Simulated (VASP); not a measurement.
Input of a VASP 6.6.1 run:

Contents of INCAR:

```
SYSTEM = Fe
  ALGO = Normal
  EDIFF = 1E-7
  EDIFFG = -0.01
  ENCUT = 600
  GGA = PS
  IBRION = 2
  ISIF = 3
  ISMEAR = 0
  LASPH = .TRUE.
  LCHARG = .FALSE.
  LREAL = .FALSE.
  LWAVE = .FALSE.
  NELM = 80
  NSW = 80
  PREC = Accurate
  SIGMA = 0.1
```

KPOINTS

```
k-points
0
G
  18 18 12
  0 0 0
```

POSCAR

```
Fe
1.0
    2.4275576560      0.0000000000      0.0000000000
   -1.2137788280      2.1023265992      0.0000000000
    0.0000000000      0.0000000000      3.8464955664
Fe
2
Direct
    0.3333333333      0.6666666667      0.2500000000
    0.6666666667      0.3333333333      0.7500000000
```

Potentials or basis: VASP PAW PBE potentials, release 64 (Fe).

Command:

```sh
$ cat potpaw_PBE.64/Fe/POTCAR > POTCAR
$ mpirun -np 1 vasp_std > vasp.out
```

(1) What does it give for the relaxed volume?

(2) Predict the band gap on the k mesh.

Results:

(1) 9.80 Å³/atom.

(2) zero (bands 8 and 9 overlap by 2.05 eV).

Caveat: the PAW data sets were made with another functional, which shifts forces and pressure a little; the run has no spin polarisation, though such a crystal can be magnetic.
